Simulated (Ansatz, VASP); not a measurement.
## Two plane-wave programs on HfO2

```
CELL_PARAMETERS angstrom
3.60442 0.00000 0.00000
0.00000 3.60442 0.00000
0.00000 0.00000 5.26436
ATOMIC_POSITIONS crystal
Hf 0.50000 0.50000 0.50000
Hf 0.00000 0.00000 0.00000
O 0.00000 0.50000 0.69324
O 0.50000 0.00000 0.80676
O 0.50000 0.00000 0.30676
O 0.00000 0.50000 0.19324
```

Alike in both runs: functional PBE; k mesh 6 × 6 × 4; no spin polarisation.

Ansatz relaxed the structure, and its values are those at the end. VASP's run is a single point on that final structure, the one shown.

|  | VASP | Ansatz |
| --- | --- | --- |
| version | VASP 6.6.1 | Ansatz 0.2.0 |
| potentials or method | VASP PAW PBE potentials, release 64 (Hf_pv, O), cutoff 520 eV | scalar-relativistic, plane waves, PAW |
| occupations | gaussian, width 0.01 eV | fixed |
| valence electrons in the cell | 44 | 76 |

```csv
,VASP,Ansatz,Ansatz less VASP
gap on the k mesh at the Fermi level (eV),4.65,4.67,+0.022
least direct gap on the mesh (eV),4.72,4.73,+0.016
pressure (GPa),-3.1,0.0,+3.14
rms of the force components (eV/Å),0.023,0.000,-0.0232
```

VASP's potentials hold 44 valence electrons a cell and Ansatz's 76, so a difference there can come from the potentials and not from the codes.

Neither program's run includes spin-orbit coupling.
